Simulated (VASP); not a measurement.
# Ir (Pm-3m) in VASP: relaxation of cell and atoms with r2SCAN

Aim: the relaxation of cell and atoms of Ir with r2SCAN.

All numbers are computed with VASP 6.6.1; they aren't measurements. Logs are shortened: lines on timing, memory, paths and dates and some standing lists are left out, and cuts for length are marked.

### 1 The cell of the first run

It takes space group Pm-3m (No. 221, cubic). Conventional cell: a = 2.482 Å, b = 2.482 Å, c = 2.482 Å, α = 90.00°, β = 90.00°, γ = 90.00°. Within 3.3 Å of Ir (site symmetry m-3m) lie 6 Ir at 2.48 Å.

### 2 Relaxation of cell and atoms, r2SCAN, collinear spin, ferromagnetic start

File POSCAR:

```
Ir
1.0
    2.4815209647      0.0000000000      0.0000000000
    0.0000000000      2.4815209647      0.0000000000
    0.0000000000      0.0000000000      2.4815209647
Ir
1
Direct
    0.0000000000      0.0000000000      0.0000000000
```

File INCAR.step1:

```
SYSTEM = Ir
PREC = Accurate ; ENCUT = 600
ISMEAR = -1 ; SIGMA = 0.05
LREAL = .False. ; LASPH = .True.
NELM = 150 ; ISPIN = 2
MAGMOM = 1 ; LMAXMIX = 4
GGA = PE ; ALGO = Normal
EDIFF = 1E-4 ; LWAVE = .True.
LCHARG = .False.
```

File INCAR.step2:

```
SYSTEM = Ir
PREC = Accurate ; ENCUT = 600
EDIFF = 1E-6 ; ISMEAR = -1
SIGMA = 0.05 ; LREAL = .False.
LASPH = .True. ; NELM = 150
ALGO = Normal ; ISIF = 3
LWAVE = .False. ; LCHARG = .False.
ISPIN = 2 ; MAGMOM = 1
LORBIT = 11 ; LMAXMIX = 4
METAGGA = R2SCAN ; LMIXTAU = .True.
IBRION = 2 ; NSW = 80
EDIFFG = -0.01 ; ISTART = 1
```

File KPOINTS:

```
Automatic mesh
0
Gamma
  13 13 13
  0 0 0
```

Potentials or basis: VASP PAW PBE potentials, release 64 (Ir).

Run with:

```console
> cat potpaw_PBE.64/Ir/POTCAR > POTCAR
> cp INCAR.step1 INCAR
> mpirun -np 1 vasp_std > vasp.out
> cp INCAR.step2 INCAR
> mpirun -np 1 vasp_std > vasp.out
```

OUTCAR:

```text
SYSTEM = Ir
   PREC = Accurate
   ENCUT = 600
   EDIFF = 1E-6
   ISMEAR = -1
   LREAL = .False.
   LASPH = .True.
   NELM = 150
   ISIF = 3
   ISPIN = 2
   LORBIT = 11
   METAGGA = R2SCAN
   IBRION = 2
   NSW = 80
   EDIFFG = -0.01
   ISTART = 1

 ion  position               nearest neighbor table
   1  0.000  0.000  0.000-

  LATTYP: Found a simple cubic cell.
 ALAT       =     2.4815209647

  Lattice vectors:

 A1 = (   2.4815209647,   0.0000000000,   0.0000000000)
 A2 = (   0.0000000000,   2.4815209647,   0.0000000000)
 A3 = (   0.0000000000,   0.0000000000,   2.4815209647)

Analysis of symmetry for initial positions (statically):
=====================================================================
 Subroutine PRICEL returns:
 Original cell was already a primitive cell.

 Routine SETGRP: Setting up the symmetry group for a
 simple cubic supercell.

 Subroutine GETGRP returns: Found 48 space group operations
 (whereof 48 operations were pure point group operations)
 out of a pool of 48 trial point group operations.

The static configuration has the point symmetry O_h .

Analysis of symmetry for dynamics (positions and initial velocities):
=====================================================================
 Subroutine PRICEL returns:
 Original cell was already a primitive cell.

 Routine SETGRP: Setting up the symmetry group for a
 simple cubic supercell.

 Subroutine GETGRP returns: Found 48 space group operations
 (whereof 48 operations were pure point group operations)
 out of a pool of 48 trial point group operations.

The dynamic configuration has the point symmetry O_h .

Analysis of structural, dynamic, and magnetic symmetry:
=====================================================================
 Subroutine PRICEL returns:
 Original cell was already a primitive cell.

 Routine SETGRP: Setting up the symmetry group for a
 simple cubic supercell.

 Subroutine GETGRP returns: Found 48 space group operations
 (whereof 48 operations were pure point group operations)
 out of a pool of 48 trial point group operations.

The overall configuration has the point symmetry O_h .

 Subroutine INISYM returns: Found 48 space group operations
 (whereof 48 operations are pure point group operations),
 and found     1 'primitive' translations

----------------------------------------------------------------------------------------

                                     Primitive cell

  volume of cell :      15.2811

[... 101 lines left out ...]
   ISMEAR =    -1;   SIGMA  =   0.05  broadening in eV -4-tet -1-fermi 0-gaus
   EFERMI_NEDOS =   21; number of points for ismear=-14 and -15
   IALGO  =     38    algorithm
   IMIX   =      4    mixing-type and parameters
     AMIX     =   0.40;   BMIX     =  1.00
     AMIX_MAG =   1.60;   BMIX_MAG =  1.00
  volume/ion in A,a.u.               =      15.28       103.12
  Fermi-wavevector in a.u.,A,eV,Ry     =   1.372264  2.593203 25.621252  1.883109
  Thomas-Fermi vector in A             =   2.497887
   LORBIT       =     11    0 simple, 1 ext, 2 COOP (PROOUT), +10 PAW based schemes
   METAGGA = R2SCAN    functional components
   LHFCALC =     F    Hartree Fock is set to
   AEXX    =    0.0000 exact exchange contribution
   IVDW    =     0    specifies the selected vdW correction
   LEPSILON=     F    determine dielectric tensor
   LRPA    =     F    only Hartree local field effects (RPA)
 conjugate gradient relaxation of ions
 spin polarized calculation
  energy-cutoff  :      600.00
  volume of cell :       15.28
 maximum number of plane-waves:       521
 NGX is ok and might be reduce to    20
   NGX =  9   NGY =  9   NGZ =  9

--------------------------------------- Ionic step        1  -------------------------------------------

 number of electron       9.0000000 magnetization       0.0000105

 number of electron       9.0000000 magnetization      -0.0000063

 Free energy of the ion-electron system (eV)
  ---------------------------------------------------
  ext. energy  EPLUGINS =         0.00000000
  ---------------------------------------------------
  free energy    TOTEN  =       -51.22324155 eV

  energy without entropy =      -51.21011984  energy(sigma->0) =      -51.21668070

------------------------ aborting loop because EDIFF is reached ----------------------------------------

  FORCE on cell =-STRESS in cart. coord.  units (eV):
  Direction    XX          YY          ZZ          XY          YZ          ZX
  --------------------------------------------------------------------------------------
  -------------------------------------------------------------------------------------
  Total        2.8849108      2.8849108      2.8849108      0.0000000      0.0000000     -0.0000000
  in kB      302.4747541    302.4747541    302.4747541      0.0000000      0.0000000     -0.0000000
  external PRESSURE =     302.4747541 kB  Pullay stress =       0.0000000 kB
[... 24 lines left out ...]
 number of electron       9.0000002 magnetization       0.0001354

 number of electron       9.0000002 magnetization      -0.0000137

 E-fermi :   3.6786     XC(G=0): -11.9822

 val. band max:        3.6757069904   @ k =   0.2308   0.2308   0.0000
 cond. band min:       3.6836589577   @ k =   0.2308   0.1538   0.0000
 fundamental gap:      0.0079519673
 Fermi energy:         3.6786483302

 spin component 1

 k-point     1 :       0.0000    0.0000    0.0000
  band No.  band energies     occupation
      1      -3.2741      1.00000
      2      -0.3754      1.00000
      3      -0.3754      1.00000
      4       4.4694      0.00000
      5       4.4694      0.00000
      6       4.4694      0.00000
      7      18.1361      0.00000
      8      18.1361      0.00000
      9      18.1361      0.00000
[... 678 lines left out ...]
 number of electron       9.0000001 magnetization       0.0000002

 number of electron       9.0000001 magnetization      -0.0000004

 Free energy of the ion-electron system (eV)
  ---------------------------------------------------
  ext. energy  EPLUGINS =         0.00000000
  ---------------------------------------------------
  free energy    TOTEN  =       -51.34888878 eV

  energy without entropy =      -51.33513679  energy(sigma->0) =      -51.34201278

 E-fermi :   7.4008     XC(G=0): -13.8680

 val. band max:        7.3857443053   @ k =   0.3077   0.3077   0.0769
 cond. band min:       7.4039088965   @ k =   0.3846   0.1538   0.0000
 fundamental gap:      0.0181645911
 Fermi energy:         7.4007746719

 spin component 1

 k-point     1 :       0.0000    0.0000    0.0000
  band No.  band energies     occupation
      1      -2.0296      1.00000
      2       1.1293      1.00000
      3       1.1293      1.00000
      4       8.7963      0.00000
      5       8.7963      0.00000
      6       8.7963      0.00000
      7      23.9121      0.00000
      8      23.9121      0.00000
      9      23.9121      0.00000
[... 596 lines left out ...]
  FREE ENERGIE OF THE ION-ELECTRON SYSTEM (eV)
  ---------------------------------------------------
  free  energy   TOTEN  =       -51.3488887817 eV

  energy  without entropy=      -51.3351367870  energy(sigma->0) =      -51.34201278

 reached required accuracy - stopping structural energy minimisation

 total charge

# of ion       s       p       d       tot
------------------------------------------
    1        0.741   0.528   7.041   8.311

 magnetization (x)

# of ion       s       p       d       tot
------------------------------------------
    1        0.000  -0.000   0.000   0.000
```

OUTCAR.step1:

```text
SYSTEM = Ir
   PREC = Accurate
   ENCUT = 600
   ISMEAR = -1
   LREAL = .False.
   LASPH = .True.
[... 816 lines left out ...]
 -----------------------------------------------------------------------------------
      0.00000      0.00000      0.00000         0.000000      0.000000      0.000000
 -----------------------------------------------------------------------------------
    total drift:                                0.000000      0.000000      0.000000

  FREE ENERGIE OF THE ION-ELECTRON SYSTEM (eV)
  ---------------------------------------------------
  free  energy   TOTEN  =        -7.6952951685 eV

  energy  without entropy=       -7.6828394537  energy(sigma->0) =       -7.68906731
```

OSZICAR.step1:

```text
N       E                     dE             d eps       ncg     rms          rms(c)
DAV:   1     0.514747160576E+02    0.51475E+02   -0.51583E+03  3024   0.109E+03
DAV:   2    -0.701983869493E+01   -0.58495E+02   -0.56534E+02  3063   0.209E+02
DAV:   3    -0.795862782662E+01   -0.93879E+00   -0.93214E+00  3532   0.339E+01
DAV:   4    -0.796730246072E+01   -0.86746E-02   -0.86733E-02  3497   0.292E+00
DAV:   5    -0.796746668327E+01   -0.16422E-03   -0.16422E-03  3536   0.361E-01    0.149E+01
DAV:   6    -0.775296361901E+01    0.21450E+00   -0.56838E-01  3563   0.945E+00    0.692E+00
DAV:   7    -0.769935716870E+01    0.53606E-01   -0.17332E-01  3791   0.464E+00    0.268E+00
DAV:   8    -0.769737322326E+01    0.19839E-02   -0.20310E-03  3276   0.494E-01    0.102E+00
DAV:   9    -0.769522222836E+01    0.21510E-02   -0.26401E-03  3233   0.740E-01    0.179E-01
DAV:  10    -0.769529516851E+01   -0.72940E-04   -0.12123E-04  1941   0.126E-01
   1 F= -.76952952E+01 E0= -.76890673E+01  d E =-.124557E-01  mag=    -0.0000
```

Wall time 9.6 min (1 thread of Intel Xeon 8259CL, shared host); peak memory 0.16 GiB.

Results:

- Free energy: -51.3489 eV
- Relaxed volume: 16.73 Å³/atom
- Relaxed cell: a = 2.558 Å, b = 2.558 Å, c = 2.558 Å, α = 90.00°, β = 90.00°, γ = 90.00°
- Space group after relaxing (to 0.05 Å): Pm-3m (No. 221)
- Energy gained by relaxing: 125.6 meV/atom
- Ionic steps: 5
- Pressure after relaxing: 0.1 GPa
- Net moment: 0.00 μB per cell
- Valence electrons inside the program's atomic spheres: Ir 8.31

The path:
| step | energy change (eV) | largest force (eV/Å) | pressure (GPa) | volume (Å³) |
| --- | --- | --- | --- | --- |
| 1 | 0.0000 | 0.0000 | 30.25 | 15.28 |
| 2 | 0.8027 | 0.0000 | -37.07 | 22.59 |
| 3 | -0.1236 | 0.0000 | -3.12 | 16.94 |
| 4 | -0.1256 | 0.0000 | -0.45 | 16.76 |
| 5 | -0.1256 | 0.0000 | 0.06 | 16.73 |

Final structure:
```xyz
1
Lattice="2.5578 0.0000 0.0000 0.0000 2.5578 0.0000 0.0000 0.0000 2.5578" Properties=species:S:1:pos:R:3 pbc="T T T"
Ir    0.0000    0.0000    0.0000
```

Caveat: the PAW data sets were made with another functional, which shifts forces and pressure a little; spin-orbit coupling is left out, which moves the levels of the heavy elements.
